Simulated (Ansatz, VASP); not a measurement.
**One calculation of NbH2, two programs**

The input INCAR:

```
ALGO = Normal
EDIFF = 1E-7
ENCUT = 520
GGA = PS
ISIF = 2
ISMEAR = -1
LASPH = T
LCHARG = F
LREAL = F
LWAVE = F
NBANDS = 14
NELM = 60
PREC = Accurate
SIGMA = 0.02
```

The input KPOINTS:

```
k-points
0
Gamma
  13 13 13
```

File POSCAR:

```
NbH2
1.0
   -0.0342225000      2.2815000000      2.2815000000
    2.2815000000     -0.0342225000      2.2815000000
    2.2472775000      2.2472775000      0.0000000000
Nb H
1 2
Direct
    0.0000000000      0.0000000000      0.0000000000
    0.2500000000      0.2500000000      0.2500000000
    0.7500000000      0.7500000000      0.7500000000
```

Input for Ansatz:

```yaml
crystal:
  lattice:
    - [-0.034222499999999996, 2.2815, 2.2815]
    - [2.2815, -0.034222499999999996, 2.2815]
    - [2.2472775, 2.2472775, 0.0]
  atoms:
    - { symbol: Nb, position: [0.0, 0.0, 0.0] }
    - { symbol: H, position: [0.25, 0.25, 0.25] }
    - { symbol: H, position: [0.75, 0.75, 0.75] }
accuracy: low
basis:
  ecutwfc: 653.073269903712
kpoints:
  mp_grid:
    grid: [13, 13, 13]
hamiltonian:
  xc: pbesol
scf:
  self_checks: high
  convergence:
    dr2_threshold: 1.0e-08
  occupations:
    method: fermi_dirac
    width: 0.02
output:
  stress: true
```

Alike in both runs: task single point; functional PBEsol; k mesh 13 × 13 × 13; occupations fermi-dirac, width 0.02 eV; no spin polarisation.

|  | VASP | Ansatz |
| --- | --- | --- |
| version | VASP 6.6.1 | Ansatz 0.2.0 |
| potentials or method | VASP PAW PBE potentials, release 64 (Nb_sv, H), cutoff 520 eV | plane waves, PAW |
| valence electrons in the cell | 15 | 15 |

```tsv
	VASP	Ansatz	Ansatz less VASP
gap on the k mesh at the Fermi level (eV)	none	none	-
pressure (GPa)	-5.6	-5.2	+0.37
traceless stress, the component that is largest in VASP (GPa)	3.79	3.79	+0.001
```

VASP's potentials were made for PBE, not for PBEsol. A gap of «none» marks a metal or a gap that the smearing closes. Ansatz's warnings: stress scf threshold loose.
